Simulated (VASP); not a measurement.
GaAs2, 3 atoms in the cell. Symmetry: P6/mmm, No. 191, hexagonal system. The conventional cell has a = 4.514 Å, b = 4.514 Å, c = 3.809 Å, α = 90.00°, β = 90.00°, γ = 120.00°. Ga (site symmetry 6/mmm) has 12 As at 3.23 Å and 2 Ga at 3.81 Å within 4.2 Å. Within 3.4 Å of As (site symmetry -6m2) lie 3 As at 2.61 Å and 6 Ga at 3.23 Å. The cell was generated, and may not be a known phase.

```yaml
Program: VASP 6.6.1
Task: single point
Functional: PBE
Potentials_or_basis: VASP PAW PBE potentials, release 64 (Ga_d, As)
Cutoff: 500 eV
k_mesh: 5 × 5 × 5
Occupations: gaussian, width 0.2 eV
Spin: no spin polarisation
Dipole_correction: no
Further_INCAR_settings: ALGO = Normal; EDIFF = 1e-06; NBANDS = 18
```

Potentials or basis: VASP PAW PBE potentials, release 64 (Ga_d, As).

Run with:

```bash
$ cat potpaw_PBE.64/Ga_d/POTCAR potpaw_PBE.64/As/POTCAR > POTCAR
$ mpirun -np 1 vasp_std > vasp.out
```

Hardware: 1 thread of Intel Xeon 8259CL, with other jobs on the host.

Problem. Estimate the wall time of this run.

Solution. Run time: 19 s on 1 thread of Intel Xeon 8259CL, on a shared host, peak memory 0.18 GiB. Counts: scf iterations 12, k points 15.
